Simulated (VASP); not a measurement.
# B5P in VASP: a series of runs

B5P is run at these levels: PBE; tasks: relaxation of cell and atoms, single point.

Program: VASP 6.6.1. These are calculated values, not measurements. Logs are shortened: lines on timing, memory, paths and dates and some standing lists are left out, and cuts for length are marked.

**1. The cell of the first run**

It takes space group P6/mmm (No. 191, hexagonal). The conventional cell has a = 4.477 Å, b = 4.477 Å, c = 3.676 Å, α = 90.00°, β = 90.00°, γ = 120.00°. B (site symmetry mmm) has 8 B at 2.24 to 2.25 Å and 4 P at 2.90 Å within 3.0 Å. B (site symmetry -6m2) has 9 B at 2.25 to 2.59 Å and 3 P at 2.59 Å within 3.0 Å. P (site symmetry 6/mmm) has 18 B at 2.59 to 2.90 Å within 3.4 Å.

The cell was built from a structure type or drawn by symmetry, and may not be a known phase.

**2. Relaxation of cell and atoms, PBE**

INCAR reads:

```
SYSTEM = B5P
PREC = Accurate ; ENCUT = 500
EDIFF = 1E-7 ; ISMEAR = 0
SIGMA = 0.2 ; LREAL = .FALSE.
LASPH = .TRUE. ; NELM = 120
ALGO = Normal ; ISIF = 3
LWAVE = .FALSE. ; LCHARG = .FALSE.
GGA = PE ; IBRION = 2
NSW = 36 ; EDIFFG = -0.08
GGA_COMPAT = .FALSE. ; NELMIN = 4
```

KPOINTS reads:

```
regular mesh
0
G
  4 4 4
  0 0 0
```

POSCAR reads:

```
B5P
1.0
    4.4774672400      0.0000000000      0.0000000000
   -2.2387336200      3.8776003800      0.0000000000
    0.0000000000      0.0000000000      3.6762654800
B P
5 1
Direct
    0.5000000000      0.0000000000      0.5000000000
    0.5000000000      0.5000000000      0.5000000000
    0.0000000000      0.5000000000      0.5000000000
    0.3333333300      0.6666666700      0.0000000000
    0.6666666700      0.3333333300      0.0000000000
    0.0000000000      0.0000000000      0.0000000000
```

Potentials or basis: VASP PAW PBE potentials, release 64 (B, P).

Launch:

```bash
> cat potpaw_PBE.64/B/POTCAR potpaw_PBE.64/P/POTCAR > POTCAR
> mpirun -np 1 vasp_std > vasp.out
```

OUTCAR:

```text
SYSTEM = B5P
   PREC = Accurate
   ENCUT = 500
   EDIFF = 1E-7
   ISMEAR = 0
   LREAL = .FALSE.
   LASPH = .TRUE.
   NELM = 120
   ISIF = 3
   GGA = PE
   IBRION = 2
   NSW = 36
   EDIFFG = -0.08
   NELMIN = 4

 ion  position               nearest neighbor table
   1  0.500  0.000  0.500-
   2  0.500  0.500  0.500-
   3  0.000  0.500  0.500-
   4  0.333  0.667  0.000-
   5  0.667  0.333  0.000-
   6  0.000  0.000  0.000-

  LATTYP: Found a hexagonal cell.
 ALAT       =     4.4774672400
 C/A-ratio  =     0.8210591575

  Lattice vectors:

 A1 = (   4.4774672400,   0.0000000000,   0.0000000000)
 A2 = (  -2.2387336200,   3.8776003800,   0.0000000000)
 A3 = (   0.0000000000,   0.0000000000,   3.6762654800)

Analysis of symmetry for initial positions (statically):
=====================================================================
 Subroutine PRICEL returns:
 Original cell was already a primitive cell.

 Routine SETGRP: Setting up the symmetry group for a
 hexagonal supercell.

 Subroutine GETGRP returns: Found 24 space group operations
 (whereof 24 operations were pure point group operations)
 out of a pool of 24 trial point group operations.

The static configuration has the point symmetry D_6h.

Analysis of symmetry for dynamics (positions and initial velocities):
=====================================================================
 Subroutine PRICEL returns:
 Original cell was already a primitive cell.

 Routine SETGRP: Setting up the symmetry group for a
 hexagonal supercell.

 Subroutine GETGRP returns: Found 24 space group operations
 (whereof 24 operations were pure point group operations)
 out of a pool of 24 trial point group operations.

The dynamic configuration has the point symmetry D_6h.

 Subroutine INISYM returns: Found 24 space group operations
 (whereof 24 operations are pure point group operations),
 and found     1 'primitive' translations

----------------------------------------------------------------------------------------

                                     Primitive cell

  volume of cell :      63.8267

  direct lattice vectors                    reciprocal lattice vectors
     4.477467240  0.000000000  0.000000000     0.223340551  0.128945727  0.000000000
    -2.238733620  3.877600380  0.000000000     0.000000000  0.257891454  0.000000000
     0.000000000  0.000000000  3.676265480     0.000000000  0.000000000  0.272015176

  length of vectors
     4.477467240  4.477467245  3.676265480     0.257891454  0.257891454  0.272015176

  position of ions in fractional coordinates (direct lattice)
     0.500000000  0.000000000  0.500000000
     0.500000000  0.500000000  0.500000000
     0.000000000  0.500000000  0.500000000
     0.333333330  0.666666670  0.000000000
     0.666666670  0.333333330  0.000000000
     0.000000000  0.000000000  0.000000000

  ion indices of the primitive-cell ions
   primitive index   ion index
                 1           1
                 2           2
                 3           3
                 4           4
                 5           5
                 6           6

----------------------------------------------------------------------------------------

 KPOINTS: regular mesh

Automatic generation of k-mesh.
 Grid dimensions read from file:
 generate k-points for:    4    4    4

 Generating k-lattice:

  Cartesian coordinates                     Fractional coordinates (reciprocal lattice)
     0.055835138  0.032236432  0.000000000     0.250000000  0.000000000  0.000000000
     0.000000000  0.064472863  0.000000000     0.000000000  0.250000000  0.000000000
     0.000000000  0.000000000  0.068003794     0.000000000  0.000000000  0.250000000

  Length of vectors
     0.064472864  0.064472863  0.068003794

  Shift w.r.t. Gamma in fractional coordinates (k-lattice)
     0.000000000  0.000000000  0.000000000

 Subroutine IBZKPT returns following result:
 ===========================================

 Found     12 irreducible k-points:

 Following reciprocal coordinates:
            Coordinates               Weight
  0.000000  0.000000  0.000000      1.000000
  0.250000 -0.000000  0.000000      6.000000
  0.500000 -0.000000  0.000000      3.000000
  0.250000  0.250000  0.000000      6.000000
  0.000000  0.000000  0.250000      2.000000
  0.250000 -0.000000  0.250000     12.000000
  0.500000 -0.000000  0.250000      6.000000
  0.250000  0.250000  0.250000     12.000000
  0.000000  0.000000  0.500000      1.000000
  0.250000 -0.000000  0.500000      6.000000
  0.500000 -0.000000  0.500000      3.000000
  0.250000  0.250000  0.500000      6.000000
   k-points           NKPTS =     12   k-points in BZ     NKDIM =     12   number of bands    NBANDS=     14
   number of dos      NEDOS =    301   number of ions     NIONS =      6
   total plane-waves  NPLWV =  36288
   dimension x,y,z NGX =    36 NGY =   36 NGZ =   28
   dimension x,y,z NGXF=    72 NGYF=   72 NGZF=   56
   ions per type =               5   1
   NGX,Y,Z   is equivalent  to a cutoff of  13.37, 13.37, 12.66 a.u.
   NGXF,Y,Z  is equivalent  to a cutoff of  26.73, 26.73, 25.32 a.u.
 SYSTEM =  B5P
   PREC   = accura    normal or accurate (medium, high low for compatibility)
   ISTART =      0    job   : 0-new  1-cont  2-samecut
   ICHARG =      2    charge: 1-file 2-atom 10-const
   ISPIN  =      1    spin polarized calculation?
   LNONCOLLINEAR =      F non collinear calculations
   LSORBIT =      F    spin-orbit coupling
   LASPH  =      T    aspherical Exc in radial PAW
   ENCUT  =  500.0 eV  36.75 Ry    6.06 a.u.   8.16  8.16  6.70*2*pi/ulx,y,z
   NELM   =    120;   NELMIN=  4; NELMDL= -5     # of ELM steps
   EDIFF  = 0.1E-06   stopping-criterion for ELM
   LREAL  =      F    real-space projection
   EDIFFG = -.8E-01   stopping-criterion for IOM
   NSW    =     36    number of steps for IOM
   IBRION =      2    ionic relax: 0-MD 1-quasi-New 2-CG
   NFREE  =      1    steps in history (QN), initial steepest desc. (CG)
   ISIF   =      3    stress and relaxation
   ISYM   =      2    0-nonsym 1-usesym 2-fastsym
   POTIM  = 0.5000    time-step for ionic-motion
   TEBEG  =    0.0;   TEEND  =   0.0 temperature during run
   PSTRESS=    0.0 pullay stress
   NELECT =      20.0000    total number of electrons
   NUPDOWN=      -1.0000    fix difference up-down
   EMIN   =  10.00;   EMAX   =-10.00  energy-range for DOS
   EFERMI =   0.00;   METHOD = LEGACY
   ISMEAR =     0;   SIGMA  =   0.20  broadening in eV -4-tet -1-fermi 0-gaus
   EFERMI_NEDOS =   21; number of points for ismear=-14 and -15
   IALGO  =     38    algorithm
   IMIX   =      4    mixing-type and parameters
     AMIX     =   0.40;   BMIX     =  1.00
     AMIX_MAG =   1.60;   BMIX_MAG =  1.00
  volume/ion in A,a.u.               =      10.64        71.79
  Fermi-wavevector in a.u.,A,eV,Ry     =   1.111947  2.101275 16.822596  1.236426
  Thomas-Fermi vector in A             =   2.248516
   LORBIT       =      0    0 simple, 1 ext, 2 COOP (PROOUT), +10 PAW based schemes
   GGA     = PE    functional components
   LHFCALC =     F    Hartree Fock is set to
   AEXX    =    0.0000 exact exchange contribution
   IVDW    =     0    specifies the selected vdW correction
   LEPSILON=     F    determine dielectric tensor
   LRPA    =     F    only Hartree local field effects (RPA)
 conjugate gradient relaxation of ions
 non-spin polarized calculation
 Gauss-broadening in eV      SIGMA  =   0.20
  energy-cutoff  :      500.00
  volume of cell :       63.83
 maximum number of plane-waves:      1639
 NGX is ok and might be reduce to    36
   NGX = 17   NGY = 17   NGZ = 13

--------------------------------------- Ionic step        1  -------------------------------------------

 number of electron      20.0000001 magnetization

 Free energy of the ion-electron system (eV)
  ---------------------------------------------------
  ext. energy  EPLUGINS =         0.00000000
  ---------------------------------------------------
  free energy    TOTEN  =       -27.42342574 eV

  energy without entropy =      -27.38038176  energy(sigma->0) =      -27.40190375

------------------------ aborting loop because EDIFF is reached ----------------------------------------

  FORCE on cell =-STRESS in cart. coord.  units (eV):
  Direction    XX          YY          ZZ          XY          YZ          ZX
  --------------------------------------------------------------------------------------
  -------------------------------------------------------------------------------------
  Total      -11.2677064    -11.2677065    -16.6577007     -0.0000000      0.0000000      0.0000000
  in kB     -282.8419178   -282.8419186   -418.1415301     -0.0000000      0.0000000      0.0000000
  external PRESSURE =    -327.9417888 kB  Pullay stress =       0.0000000 kB
[... 101 lines left out ...]
  FREE ENERGIE OF THE ION-ELECTRON SYSTEM (eV)
  ---------------------------------------------------
  free  energy   TOTEN  =       -30.2498761014 eV

  energy  without entropy=      -30.2099601500  energy(sigma->0) =      -30.22991813

 E-fermi :  10.0227     XC(G=0): -12.5338

 val. band max:        9.9844677921   @ k =   0.2500  -0.0000   0.0000
 cond. band min:      10.2169100460   @ k =   0.2500  -0.0000   0.5000
 fundamental gap:      0.2324422538
 Fermi energy:        10.0226709498

 k-point     1 :       0.0000    0.0000    0.0000
  band No.  band energies     occupation
      1      -7.9527      2.00000
      2      -0.4453      2.00000
      3       1.3777      2.00000
      4       1.6548      2.00000
      5       1.6548      2.00000
      6       1.8053      2.00000
      7       1.8053      2.00000
      8       4.8998      2.00000
      9      12.1861      0.00000
     10      12.5966      0.00000
     11      13.8564      0.00000
     12      13.8564      0.00000
     13      13.9821      0.00000
     14      14.4216      0.00000
[... 173 lines left out ...]
      1      -2.6298      2.00000
      2      -2.2765      2.00000
      3      -0.8680      2.00000
      4      -0.3663      2.00000
      5      -0.1371      2.00000
      6       1.4108      2.00000
      7       5.6209      2.00000
      8       6.8460      2.00000
      9       8.0082      2.00000
     10       8.5578      2.00000
     11      11.5541      0.00000
     12      11.8764      0.00000
     13      12.8754      0.00000
     14      12.8755      0.00000

[... ionic steps 4 to 9 ...]

--------------------------------------- Ionic step       10  -------------------------------------------

 number of electron      20.0000000 magnetization

------------------------ aborting loop because EDIFF is reached ----------------------------------------
[... 75 lines left out ...]
--------------------------------------- Ionic step       12  -------------------------------------------

 number of electron      20.0000000 magnetization

 Free energy of the ion-electron system (eV)
  ---------------------------------------------------
  ext. energy  EPLUGINS =         0.00000000
  ---------------------------------------------------
  free energy    TOTEN  =       -30.99943614 eV

  energy without entropy =      -30.97302294  energy(sigma->0) =      -30.98622954

 E-fermi :   9.3994     XC(G=0): -12.3287

 val. band max:        9.2369452688   @ k =   0.0000   0.0000   0.2500
 cond. band min:       9.4342178923   @ k =   0.2500  -0.0000   0.0000
 fundamental gap:      0.1972726235
 Fermi energy:         9.3993585633

 k-point     1 :       0.0000    0.0000    0.0000
  band No.  band energies     occupation
      1      -8.0256      2.00000
      2      -0.7481      2.00000
      3       0.7703      2.00000
      4       1.4189      2.00000
      5       1.4189      2.00000
      6       1.4420      2.00000
      7       1.4420      2.00000
      8       4.5461      2.00000
      9      11.5755      0.00000
     10      11.9415      0.00000
     11      13.1281      0.00000
     12      13.1574      0.00000
     13      13.1574      0.00000
     14      13.5513      0.00000
[... 218 lines left out ...]
  FREE ENERGIE OF THE ION-ELECTRON SYSTEM (eV)
  ---------------------------------------------------
  free  energy   TOTEN  =       -30.9994361384 eV

  energy  without entropy=      -30.9730229358  energy(sigma->0) =      -30.98622954

 reached required accuracy - stopping structural energy minimisation
```

Run time: 82 s. Hardware: 1 thread of Intel Xeon Platinum 8488C (Sapphire Rapids), shared host; peak memory 0.18 GiB.

What came out:

```
Free energy                           : -30.9994 eV
Relaxed volume                        : 7.69 Å³/atom
Relaxed cell                          : a = 4.332 Å, b = 4.332 Å, c = 2.840 Å, α = 90.00°, β = 90.00°, γ = 120.00°
Space group after relaxing (to 0.1 Å) : P6/mmm (No. 191)
Energy gained by relaxing             : 596.0 meV/atom
Ionic steps                           : 12
Pressure after relaxing               : -0.1 GPa
```

Step by step:
```csv
step,energy change (eV),largest force (eV/Å),pressure (GPa),volume (Å³)
1,0.0000,0.0000,-32.79,63.83
2,-2.8109,0.0000,-2.55,45.72
3,-2.8265,0.0000,1.39,44.79
4,-2.8262,0.0000,2.92,44.45
5,-2.9435,0.0000,3.42,44.40
6,-3.5126,0.0000,9.92,43.97
7,-3.4856,0.0000,7.13,44.13
8,-3.5179,0.0000,9.20,44.01
9,-3.5477,0.0000,-2.97,47.27
10,-3.5699,0.0000,1.63,45.95
11,-3.5749,0.0000,-0.76,46.24
12,-3.5760,0.0000,-0.05,46.15
```

Final structure:
```cif
data_structure
_symmetry_space_group_name_H-M 'P 1'
_symmetry_Int_Tables_number 1
_cell_length_a 4.3320
_cell_length_b 4.3320
_cell_length_c 2.8399
_cell_angle_alpha 90.000
_cell_angle_beta 90.000
_cell_angle_gamma 120.000
_cell_volume 46.15
loop_
_atom_site_label
_atom_site_type_symbol
_atom_site_fract_x
_atom_site_fract_y
_atom_site_fract_z
_atom_site_occupancy
B1 B 0.50000 0.00000 0.50000 1
B2 B 0.50000 0.50000 0.50000 1
B3 B 0.00000 0.50000 0.50000 1
B4 B 0.33333 0.66667 0.00000 1
B5 B 0.66667 0.33333 0.00000 1
P1 P 0.00000 0.00000 0.00000 1
```

Levels at points of the mesh, in eV from the Fermi level:
```
           k point  band 8  band 9  band 10  band 11  band 12  band 13
(0.00, 0.00, 0.00)   -4.85    2.18     2.54     3.73     3.76     3.76
(0.50, 0.00, 0.00)   -2.00   -1.89    -0.66     1.70     1.87     2.64
(0.00, 0.00, 0.50)   -3.91   -3.58    -3.51    -3.51    -2.86    -2.06
(0.50, 0.00, 0.50)   -4.82    0.95     1.33     1.75     1.90     1.92
```

Caveat: the k points lie up to 0.55 Å⁻¹ apart in the final cell; the volume moved by over 15 % at a fixed basis, so the end points are rough; the highest band is partly filled, so the run has too few bands.

**3. Relaxation of cell and atoms, PBE**

This run uses another cell than the first one, of 9.87 Å³/atom.

INCAR reads:

```
PREC = Accurate
ENCUT = 500
EDIFF = 1E-7
ISMEAR = 0
SIGMA = 0.2
LREAL = F
LASPH = T
NELM = 120
ALGO = Normal
ISIF = 3
LWAVE = F
LCHARG = F
GGA = PE
IBRION = 2
NSW = 36
EDIFFG = -0.08
GGA_COMPAT = F
NELMIN = 4
```

KPOINTS reads:

```
regular mesh
0
Gamma
  6 6 3
```

POSCAR reads:

```
B5P
1.0
    3.3240249500      0.0000000000      0.0000000000
   -1.6620124800      2.8786900500      0.0000000000
    0.0000000000      0.0000000000      6.1888788600
B P
5 1
Direct
    0.3333333300      0.6666666700      0.7023413500
    0.3333333300      0.6666666700      0.2976586500
    0.6666666700      0.3333333300      0.2976586500
    0.6666666700      0.3333333300      0.7023413500
    0.0000000000      0.0000000000      0.5000000000
    0.0000000000      0.0000000000      0.0000000000
```

Potentials or basis: VASP PAW PBE potentials, release 64 (B, P).

Launch:

```bash
> cat potpaw_PBE.64/B/POTCAR potpaw_PBE.64/P/POTCAR > POTCAR
> mpirun -np 1 vasp_std > vasp.out
```

Wall time 81 s (1 thread of Intel Xeon Platinum 8488C (Sapphire Rapids), shared host); peak memory 0.16 GiB.

The run converged. Its results:

```
Free energy                           : -33.5260 eV
Relaxed volume                        : 8.39 Å³/atom
Relaxed cell                          : a = 2.893 Å, b = 2.893 Å, c = 6.945 Å, α = 90.00°, β = 90.00°, γ = 120.00°
Space group after relaxing (to 0.1 Å) : P6/mmm (No. 191)
Energy gained by relaxing             : 449.3 meV/atom
Ionic steps                           : 14
Pressure after relaxing               : 0.1 GPa
Largest force after relaxing          : 0.017 eV/Å
Band gap on the k mesh                : zero (bands 10 and 11 overlap by 3.06 eV)
```

Forces in eV/Å, atoms in the order of the input:
```
B    0.000  0.000  0.017
B    0.000  0.000 -0.017
B    0.000  0.000 -0.017
B    0.000  0.000  0.017
B    0.000  0.000  0.000
P    0.000  0.000  0.000
```

Stress tensor (GPa, compression positive):
```
-0.14  0.00  0.00
 0.00 -0.14  0.00
 0.00  0.00  0.62
```

The path:
| step | energy change (eV) | largest force (eV/Å) | pressure (GPa) | volume (Å³) |
| --- | --- | --- | --- | --- |
| 1 | 0.0000 | 0.2627 | -28.92 | 59.22 |
| 2 | -2.2882 | 0.2903 | 13.25 | 44.96 |
| 3 | -2.2981 | 0.3329 | 9.69 | 45.62 |
| 4 | -2.5363 | 0.4253 | 8.89 | 46.83 |
| 5 | -2.5388 | 0.3690 | 8.80 | 46.72 |
| 6 | -2.6146 | 0.3220 | -2.67 | 49.73 |
| 7 | -2.6166 | 0.3293 | -1.19 | 49.30 |
| 8 | -2.6406 | 0.2796 | -1.01 | 49.39 |
| 9 | -2.6771 | 0.1807 | -0.09 | 49.60 |
| 10 | -2.6818 | 0.1242 | 2.95 | 49.99 |
| 11 | -2.6910 | 0.0721 | 1.20 | 49.77 |
| 12 | -2.6929 | 0.0190 | 1.80 | 49.85 |
| 13 | -2.6860 | 0.0814 | -2.78 | 51.29 |
| 14 | -2.6959 | 0.0168 | 0.11 | 50.36 |

Final structure:
```
B P
1.0
     2.89347    0.00000    0.00000
    -1.44673    2.50582    0.00000
     0.00000    0.00000    6.94524
B P
5 1
Direct
  0.33333 0.66667 0.68676
  0.33333 0.66667 0.31324
  0.66667 0.33333 0.31324
  0.66667 0.33333 0.68676
  0.00000 0.00000 0.50000
  0.00000 0.00000 0.00000
```

Levels at points of the mesh, in eV from the Fermi level:
```
           k point  band 5  band 6  band 7  band 8  band 9  band 10  band 11  band 12  band 13  band 14
(0.00, 0.00, 0.00)   -4.94   -0.49   -0.49    0.37    0.37     1.13     1.13     4.04     4.50     4.50
(0.50, 0.00, 0.00)   -8.06   -6.73   -4.78   -2.60   -0.81    -0.56    -0.29     0.48     1.74     2.31
```

Caveat: the k points lie up to 0.42 Å⁻¹ apart in the final cell, too coarse for converged energies and pressures of a metal.

(Continued in part 2 of 2.)
